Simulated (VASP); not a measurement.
A run of VASP 6.6.1 is set up as follows.

Contents of INCAR:

```
SYSTEM = CuO
PREC = Accurate ; ENCUT = 520
EDIFF = 1E-6 ; ISMEAR = -1
SIGMA = 0.05 ; LREAL = .False.
LASPH = .True. ; NELM = 100
ALGO = Normal ; ISIF = 2
LWAVE = .False. ; LCHARG = .False.
GGA = PE ; NBANDS = 25
```

The input KPOINTS:

```
regular mesh
0
Gamma
  10 10 6
  0 0 0
```

POSCAR

```
CuO
1.0
    3.1795331000      0.0000000000      0.0000000000
   -1.5897665500      2.7535564400      0.0000000000
    0.0000000000      0.0000000000      4.4314907300
Cu O
2 2
Direct
    0.0143570000      0.0135510000      0.0043770000
   -0.0205790000     -0.0050740000      0.4938040000
    0.3328320000      0.6608030000      0.2502360000
    0.6533420000      0.3179480000      0.7458560000
```

Potentials or basis: VASP PAW PBE potentials, release 64 (Cu, O).

Launch:

```console
$ cat potpaw_PBE.64/Cu/POTCAR potpaw_PBE.64/O/POTCAR > POTCAR
$ mpirun -np 1 vasp_std > vasp.out
```

Task: What does it give for the band gap on the k mesh?

Result: Zero (bands 17 and 18 overlap by 1.03 eV).

Task: What does it give for the pressure?

Result: 7.1 GPa.

Task: Estimate the largest force.

Result: 1.077 eV/Å.

Stress tensor (GPa, compression positive):
```
-9.17 -0.30 -0.40
-0.30 -8.11  0.00
-0.40  0.00 38.45
```

Caveat: the cell differs from its parent crystal (atoms moved at random); the cell stands under pressure; semilocal functionals often make such compounds metallic where correlation or magnetic order opens a gap, which also shifts bond lengths; forces of over 1 eV/Å act on the atoms, so gaps and moduli don't describe the material at rest.
